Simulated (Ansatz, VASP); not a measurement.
## RbBr: VASP beside Ansatz

Contents of INCAR:

```
SYSTEM = RbBr
ALGO = Normal ; EDIFF = 1E-6
EDIFFG = -0.002 ; ENCUT = 600
GGA = PS ; IBRION = 2
ISIF = 3 ; ISMEAR = -1
LASPH = .TRUE. ; LCHARG = .FALSE.
LREAL = .FALSE. ; LWAVE = .FALSE.
NELM = 80 ; NSW = 100
PREC = Accurate ; SIGMA = 0.1
```

KPOINTS

```
k-points
0
G
  8 8 8
  0 0 0
```

POSCAR

```
RbBr
1.0
    4.1260773000      0.0000000000      0.0000000000
    0.0000000000      4.1260773000      0.0000000000
    0.0000000000      0.0000000000      4.1260773000
Rb Br
1 1
Direct
    0.0000000000      0.0000000000      0.0000000000
    0.5000000000      0.5000000000      0.5000000000
```

Input for Ansatz:

```yaml
crystal:
  lattice:
    - [4.1260773, 0.0, 0.0]
    - [0.0, 4.1260773, 0.0]
    - [0.0, 0.0, 4.1260773]
  atoms:
    - { symbol: Rb, position: [0.0, 0.0, 0.0] }
    - { symbol: Br, position: [0.5, 0.5, 0.5] }
kpoints:
  mp_grid: { grid: [8, 8, 8] }
scf:
  occupations: { method: fermi_dirac, width: 0.1 }
hamiltonian:
  xc: pbesol
  pseudopotentials: { kind: paw }
relax:
  f_tol: 0.002
  max_steps: 80
  cell: {}
output:
  forces: true
  stress: true
```

Alike in both runs: task relaxation of cell and atoms; functional PBEsol; k mesh 8 × 8 × 8; occupations fermi-dirac, width 0.1 eV; no spin polarisation.

```csv
,VASP,Ansatz
version,VASP 6.6.1,Ansatz 0.2.0
potentials or method,"VASP PAW PBE potentials, release 64 (Rb_sv, Br)","PAW with Ansatz's default frozen-core files, scalar-relativistic"
plane-wave cutoff (eV),600,420
valence electrons in the cell,16,16
```

```tsv
	VASP	Ansatz	Ansatz less VASP
relaxed volume (Å³/atom)	33.89	33.71	-0.179
relaxed cell length with the largest relative difference (Å)	4.077	4.070	-0.0072
```

VASP's potentials were made for PBE, not for PBEsol.
